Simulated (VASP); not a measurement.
# Al3GaAs4 (P1) in VASP: relaxation of cell and atoms with PBE

Aim: the relaxation of cell and atoms of Al3GaAs4 with PBE.

Everything below comes from runs of VASP 6.6.1. Logs are shortened: lines on timing, memory, paths and dates and some standing lists are left out, and cuts for length are marked.

### 1 The cell of the first run

The typed cell holds 8 atoms: a = 5.899 Å, b = 5.746 Å, c = 5.737 Å, α = 91.24°, β = 90.45°, γ = 90.65°.

### 2 Relaxation of cell and atoms, PBE

The input, INCAR:

```
SYSTEM = Al3GaAs4
PREC     = Accurate       ! precision mode
ENCUT    = 600            ! plane-wave cutoff, eV
EDIFF    = 1E-7           ! SCF threshold, eV
ISMEAR   = 0              ! smearing method
SIGMA    = 0.1            ! smearing width, eV
LREAL    = .False.        ! projectors in reciprocal space
LASPH    = .True.         ! aspherical terms in the spheres
NELM     = 80             ! most SCF steps
ALGO     = Normal         ! electronic algorithm
ISIF     = 3              ! what is computed and relaxed
LWAVE    = .False.        ! write WAVECAR
LCHARG   = .False.        ! write CHGCAR
GGA      = PE             ! functional
IBRION   = 2              ! ionic algorithm
NSW      = 80             ! ionic steps
EDIFFG   = -0.025         ! ionic threshold
```

The input, KPOINTS:

```
regular mesh
0
Gamma
  2 2 2
  0 0 0
```

The input, POSCAR:

```
Al3GaAs4
1.0
    5.8992615072     -0.0331483768     -0.0231218884
   -0.0331483768      5.7455250425     -0.0623076046
   -0.0231218884     -0.0623076046      5.7368566768
Al Ga As
3 1 4
Direct
   -0.0056544437      0.5060676158      0.4802002771
    0.4954192421      0.4976995154     -0.0091889610
    0.4676668214      0.0396612201      0.4700569778
    0.0155000751      0.0166925822      0.0221259283
    0.7568083453      0.7178897260      0.2464036583
    0.7334813505      0.2017989187      0.7403647965
    0.2408168816      0.7754597062      0.7977929734
    0.2959617276      0.2447307156      0.2522443495
```

Potentials or basis: VASP PAW PBE potentials, release 64 (Al, Ga_d, As).

Launch:

```console
> cat potpaw_PBE.64/Al/POTCAR potpaw_PBE.64/Ga_d/POTCAR potpaw_PBE.64/As/POTCAR > POTCAR
> mpirun -np 1 vasp_std > vasp.out
```

OUTCAR:

```text
SYSTEM = Al3GaAs4
   PREC = Accurate
   ENCUT = 600
   EDIFF = 1E-7
   ISMEAR = 0
   LREAL = .False.
   LASPH = .True.
   NELM = 80
   ISIF = 3
   GGA = PE
   IBRION = 2
   NSW = 80
   EDIFFG = -0.025

 ion  position               nearest neighbor table
   1  0.994  0.506  0.480-   5 2.31   8 2.67   7 2.76   6 2.78
   2  0.495  0.498  0.991-   8 2.41   5 2.44   7 2.48   6 2.63
   3  0.468  0.040  0.470-   8 2.01   6 2.37   7 2.78   5 2.82
   4  0.016  0.017  0.022-   7 2.31   8 2.46   6 2.57   5 2.65
   5  0.757  0.718  0.246-   1 2.31   2 2.44   4 2.65   3 2.82
   6  0.733  0.202  0.740-   3 2.37   4 2.57   2 2.63   1 2.78
   7  0.241  0.775  0.798-   4 2.31   2 2.48   1 2.76   3 2.78
   8  0.296  0.245  0.252-   3 2.01   2 2.41   4 2.46   1 2.67

  LATTYP: Found a triclinic cell.
 ALAT       =     5.7372416185
 B/A-ratio  =     1.4305471507
 C/A-ratio  =     1.7255014960
 COS(alpha) =     0.0002151850
 COS(beta)  =     0.5622579046
 COS(gamma) =     0.7142106922

  Lattice vectors:

 A1 = (  -0.0231218884,  -0.0623076046,   5.7368566768)
 A2 = (   0.0100264884,  -5.8078326471,   5.7991642814)
 A3 = (   5.8429912420,   5.6500690611,   5.6514271838)

Analysis of symmetry for initial positions (statically):
=====================================================================
 Subroutine PRICEL returns:
 Original cell was already a primitive cell.

 Routine SETGRP: Setting up the symmetry group for a
 triclinic supercell.

 Subroutine GETGRP returns: Found  1 space group operations
 (whereof  1 operations were pure point group operations)
 out of a pool of  2 trial point group operations.

The static configuration has the point symmetry C_1 .

Analysis of symmetry for dynamics (positions and initial velocities):
=====================================================================
 Subroutine PRICEL returns:
 Original cell was already a primitive cell.

 Routine SETGRP: Setting up the symmetry group for a
 triclinic supercell.

 Subroutine GETGRP returns: Found  1 space group operations
 (whereof  1 operations were pure point group operations)
 out of a pool of  2 trial point group operations.

The dynamic configuration has the point symmetry C_1 .

 Subroutine INISYM returns: Found  1 space group operations
 (whereof  1 operations are pure point group operations),
 and found     1 'primitive' translations

----------------------------------------------------------------------------------------
[... 91 lines left out ...]
   NSW    =     80    number of steps for IOM
   IBRION =      2    ionic relax: 0-MD 1-quasi-New 2-CG
   NFREE  =      1    steps in history (QN), initial steepest desc. (CG)
   ISIF   =      3    stress and relaxation
   ISYM   =      2    0-nonsym 1-usesym 2-fastsym
   POTIM  = 0.5000    time-step for ionic-motion
   TEBEG  =    0.0;   TEEND  =   0.0 temperature during run
   PSTRESS=    0.0 pullay stress
   NELECT =      42.0000    total number of electrons
   NUPDOWN=      -1.0000    fix difference up-down
   EMIN   =  10.00;   EMAX   =-10.00  energy-range for DOS
   EFERMI =   0.00;   METHOD = LEGACY
   ISMEAR =     0;   SIGMA  =   0.10  broadening in eV -4-tet -1-fermi 0-gaus
   EFERMI_NEDOS =   21; number of points for ismear=-14 and -15
   IALGO  =     38    algorithm
   IMIX   =      4    mixing-type and parameters
     AMIX     =   0.40;   BMIX     =  1.00
     AMIX_MAG =   1.60;   BMIX_MAG =  1.00
  volume/ion in A,a.u.               =      24.30       164.00
  Fermi-wavevector in a.u.,A,eV,Ry     =   0.982309  1.856295 13.128690  0.964931
  Thomas-Fermi vector in A             =   2.113382
   LORBIT       =      0    0 simple, 1 ext, 2 COOP (PROOUT), +10 PAW based schemes
   GGA     = PE    functional components
   LHFCALC =     F    Hartree Fock is set to
   AEXX    =    0.0000 exact exchange contribution
   IVDW    =     0    specifies the selected vdW correction
   LEPSILON=     F    determine dielectric tensor
   LRPA    =     F    only Hartree local field effects (RPA)
 conjugate gradient relaxation of ions
 non-spin polarized calculation
 Gauss-broadening in eV      SIGMA  =   0.10
  energy-cutoff  :      600.00
  volume of cell :      194.41
 maximum number of plane-waves:      6496
 NGX is ok and might be reduce to    48
   NGX = 23   NGY = 23   NGZ = 23

--------------------------------------- Ionic step        1  -------------------------------------------

 number of electron      42.0000004 magnetization

 Free energy of the ion-electron system (eV)
  ---------------------------------------------------
  ext. energy  EPLUGINS =         0.00000000
  ---------------------------------------------------
  free energy    TOTEN  =       -32.84375640 eV

  energy without entropy =      -32.84246574  energy(sigma->0) =      -32.84311107

------------------------ aborting loop because EDIFF is reached ----------------------------------------

  FORCE on cell =-STRESS in cart. coord.  units (eV):
  Direction    XX          YY          ZZ          XY          YZ          ZX
  --------------------------------------------------------------------------------------
  -------------------------------------------------------------------------------------
  Total        1.1464821      2.9279217      4.9059016     -4.2087641     -3.7249303      6.2204521
  in kB        9.4481942     24.1290923     40.4296851    -34.6845531    -30.6972642     51.2629354
  external PRESSURE =      24.6689905 kB  Pullay stress =       0.0000000 kB
[... 107 lines left out ...]
  FREE ENERGIE OF THE ION-ELECTRON SYSTEM (eV)
  ---------------------------------------------------
  free  energy   TOTEN  =       -34.8620273664 eV

  energy  without entropy=      -34.8618408592  energy(sigma->0) =      -34.86193411

[... ionic steps 4 to 13 ...]

--------------------------------------- Ionic step       14  -------------------------------------------

 number of electron      42.0000011 magnetization

------------------------ aborting loop because EDIFF is reached ----------------------------------------
[... 79 lines left out ...]
--------------------------------------- Ionic step       16  -------------------------------------------

 number of electron      42.0000018 magnetization

 Free energy of the ion-electron system (eV)
  ---------------------------------------------------
  ext. energy  EPLUGINS =         0.00000000
  ---------------------------------------------------
  free energy    TOTEN  =       -35.86590257 eV

  energy without entropy =      -35.86590257  energy(sigma->0) =      -35.86590257

 E-fermi :   4.0078     XC(G=0):  -8.9799

 val. band max:        3.5577742448   @ k =   0.0000   0.0000   0.0000
 cond. band min:       4.5478280698   @ k =   0.5000   0.5000   0.5000
 fundamental gap:      0.9900538250
 Fermi energy:         4.0077728563

 k-point     1 :       0.0000    0.0000    0.0000
  band No.  band energies     occupation
      1     -10.9528      2.00000
      2     -10.9524      2.00000
      3     -10.9521      2.00000
      4     -10.8891      2.00000
      5     -10.8887      2.00000
      6      -8.2575      2.00000
[... 256 lines left out ...]
  FREE ENERGIE OF THE ION-ELECTRON SYSTEM (eV)
  ---------------------------------------------------
  free  energy   TOTEN  =       -35.8659025718 eV

  energy  without entropy=      -35.8659025717  energy(sigma->0) =      -35.86590257

 reached required accuracy - stopping structural energy minimisation
```

It took 6.7 min on 1 thread of Intel Xeon 6975P-C (Granite Rapids), shared host; peak memory 0.37 GiB.

What came out:

```
Free energy                           : -35.8659 eV
Relaxed volume                        : 23.67 Å³/atom
Relaxed cell                          : a = 5.739 Å, b = 5.748 Å, c = 5.740 Å, α = 90.00°, β = 90.02°, γ = 90.01°
Space group after relaxing (to 0.1 Å) : P-43m (No. 215)
Energy gained by relaxing             : 377.8 meV/atom
Ionic steps                           : 16
Pressure after relaxing               : 0.0 GPa
Largest force after relaxing          : 0.024 eV/Å
Band gap on the k mesh                : 0.99 eV (least direct gap 1.12 eV)
```

Forces in eV/Å, atoms in the order of the input:
```
Al   0.008 -0.005  0.002
Al   0.001 -0.009  0.023
Al  -0.007  0.014 -0.005
Ga   0.009 -0.007 -0.008
As   0.008  0.001  0.012
As  -0.006 -0.003 -0.017
As  -0.010  0.000 -0.011
As  -0.003  0.008  0.006
```

The path:
```csv
step,energy change (eV),largest force (eV/Å),pressure (GPa),volume (Å³)
1,0.0000,8.5078,2.47,194.41
2,-1.8402,2.1222,-2.62,204.61
3,-2.0183,2.0075,-2.62,200.65
4,-2.7956,0.9262,-0.66,191.01
5,-2.8541,0.7322,0.47,187.82
6,-2.9468,0.3765,0.05,188.79
7,-2.9489,0.3943,0.01,188.95
8,-2.9727,0.2440,-0.07,189.20
9,-2.9771,0.2267,-0.10,189.35
10,-2.9896,0.1700,0.04,188.98
11,-3.0000,0.2390,0.38,188.19
12,-3.0081,0.1799,0.20,188.72
13,-3.0154,0.1989,-0.19,189.88
14,-3.0198,0.1001,-0.10,189.61
15,-3.0217,0.0555,0.02,189.28
16,-3.0221,0.0245,0.00,189.32
```

Final structure:
```cif
data_structure
_symmetry_space_group_name_H-M 'P 1'
_symmetry_Int_Tables_number 1
_cell_length_a 5.7386
_cell_length_b 5.7478
_cell_length_c 5.7398
_cell_angle_alpha 90.003
_cell_angle_beta 90.015
_cell_angle_gamma 90.008
_cell_volume 189.32
loop_
_atom_site_label
_atom_site_type_symbol
_atom_site_fract_x
_atom_site_fract_y
_atom_site_fract_z
_atom_site_occupancy
Al1 Al 0.99991 0.50017 0.49965 1
Al2 Al 0.49957 0.49996 0.99895 1
Al3 Al 0.50052 0.99952 0.50039 1
Ga1 Ga 0.99987 0.00036 0.00089 1
As1 As 0.74842 0.74860 0.25050 1
As2 As 0.74944 0.25106 0.74920 1
As3 As 0.25063 0.74938 0.74911 1
As4 As 0.25164 0.25094 0.25130 1
```

Caveat: the k points lie up to 0.55 Å⁻¹ apart in the final cell.
